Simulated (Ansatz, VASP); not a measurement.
# One calculation of Ir, two programs

```
Ir
1.0
     2.45253    0.00000    0.00000
     0.00000    2.45253    0.00000
     0.00000    0.00000   23.80000
Ir
1
Cartesian
  0.0000 0.0000 7.0000
```

Alike in both runs: task single point; functional PBE; k mesh 8 × 8 × 1; occupations gaussian, width 0.1 eV; collinear spin.

|  | VASP | Ansatz |
| --- | --- | --- |
| version | VASP 6.6.1 | Ansatz 0.2.0 |
| potentials or method | VASP PAW PBE potentials, release 64 (Ir), cutoff 400 eV | scalar-relativistic, plane waves, PAW |
| valence electrons in the cell | 9 | 17 |

Ansatz gave:

| Item | Value |
| --- | --- |
| gap on the k mesh at the Fermi level (eV) | none |
| net moment per atom (μB) | 0.45 |
| size of the moment on the site where the two differ most (μB) | 0.37 |

Task: Estimate VASP's values.

Result: gap on the k mesh at the Fermi level (eV): none; net moment per atom (μB): 0.42; size of the moment on the site where the two differ most (μB): 0.40.

Site moments also hang on the region over which each program counts them. A gap of «none» marks a metal or a gap that the smearing closes. With one functional, cell and mesh, what is left measures potentials, basis and numerics. VASP's potentials hold 9 valence electrons a cell and Ansatz's 17, so a difference there can come from the potentials and not from the codes.

Spin-orbit coupling is off throughout.
